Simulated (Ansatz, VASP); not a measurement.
One calculation of AlInSb2, two programs

Contents of INCAR:

```
SYSTEM = AlInSb2
PREC     = Accurate       ! precision mode
ENCUT    = 520            ! plane-wave cutoff, eV
EDIFF    = 1E-6           ! SCF threshold, eV
ISMEAR   = 0              ! smearing method
SIGMA    = 0.05           ! smearing width, eV
LREAL    = .FALSE.        ! projectors in reciprocal space
LASPH    = .TRUE.         ! aspherical terms in the spheres
NELM     = 60             ! most SCF steps
ALGO     = Normal         ! electronic algorithm
ISIF     = 2              ! what is computed and relaxed
LWAVE    = .FALSE.        ! write WAVECAR
LCHARG   = .FALSE.        ! write CHGCAR
NBANDS   = 21             ! bands
```

Contents of KPOINTS:

```
regular mesh
0
G
  8 8 6
  0 0 0
```

POSCAR

```
AlInSb2
1.0
    4.3252226885      0.0000000000      0.0000000000
    0.0000000000      4.3252226885      0.0000000000
    0.0000000000      0.0000000000      6.5972621668
Al In Sb
1 1 2
Direct
    0.0000000000      0.0000000000      0.0000000000
    0.5000000000      0.5000000000      0.5000000000
    0.0000000000      0.5000000000      0.2140216278
    0.5000000000      0.0000000000      0.7859783722
```

Input for Ansatz:

```yaml
crystal:
  lattice:
    - [4.3252226885, 0.0, 0.0]
    - [0.0, 4.3252226885, 0.0]
    - [0.0, 0.0, 6.5972621668]
  atoms:
    - { symbol: Al, position: [0.0, 0.0, 0.0] }
    - { symbol: In, position: [0.5, 0.5, 0.5] }
    - { symbol: Sb, position: [0.0, 0.5, 0.2140216278] }
    - { symbol: Sb, position: [0.5, 0.0, 0.7859783722] }
basis:
  ecutwfc: 420
kpoints:
  mp_grid: { grid: [8, 8, 6] }
hamiltonian:
  xc: lda
  pseudopotentials: { kind: paw }
scf:
  occupations: { method: gaussian, width: 0.05 }
output:
  forces: true
  stress: true
  eigenvalues: true
  write_density: true
  write_potential: true
  elf: true
  volumetric_format: npy
```

Alike in both runs: task single point; functional LDA; k mesh 8 × 8 × 6; occupations gaussian, width 0.05 eV; no spin polarisation.

|  | VASP | Ansatz |
| --- | --- | --- |
| version | VASP 6.6.1 | Ansatz 0.2.0 |
| potentials or method | VASP PAW LDA potentials, release 64 (Al, In_d, Sb), cutoff 520 eV | scalar-relativistic, plane waves, PAW |
| valence electrons in the cell | 26 | 46 |

Ansatz gave:

```
gap on the k mesh at the Fermi level (eV)                     : none
pressure (GPa)                                                : 0.2
traceless stress, the component that is largest in VASP (GPa) : -2.57
rms of the force components (eV/Å)                            : 0.538
```

Problem. Which values does VASP return?

Solution. gap on the k mesh at the Fermi level (eV): none; pressure (GPa): 0.5; traceless stress, the component that is largest in VASP (GPa): -2.58; rms of the force components (eV/Å): 0.555.

LDA's correlation is that of Perdew and Zunger in VASP and of Perdew and Wang (1992) in Ansatz. Atom by atom the forces differ by 0.016 eV/Å (rms over components). A gap of «none» marks a metal or a gap that the smearing closes. VASP's potentials hold 26 valence electrons a cell and Ansatz's 46, so a difference there can come from the potentials and not from the codes.

Neither program's run includes spin-orbit coupling.
